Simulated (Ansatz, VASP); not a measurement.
C: VASP beside Ansatz

```
C
1.0
     0.00000    1.85607    1.81190
     1.85607    0.00000    1.81190
     1.85607    1.85607    0.00000
C
2
Direct
  0.50000 0.50000 0.50000
  0.75000 0.75000 0.75000
```

Alike in both runs: task single point; functional PBE; k mesh 12 × 12 × 12; occupations gaussian, width 0.05 eV; no spin polarisation.

```csv
,VASP,Ansatz
version,VASP 6.6.1,Ansatz 0.2.0
potentials or method,"VASP PAW PBE potentials, release 64 (C), cutoff 520 eV","scalar-relativistic, plane waves, PAW"
valence electrons in the cell,8,8
```

VASP gave:

```
gap on the k mesh at the Fermi level (eV) : 3.37
least direct gap on the mesh (eV)         : 4.92
```

Q: Which values does Ansatz return?

A: gap on the k mesh at the Fermi level (eV): 3.38; least direct gap on the mesh (eV): 4.93.
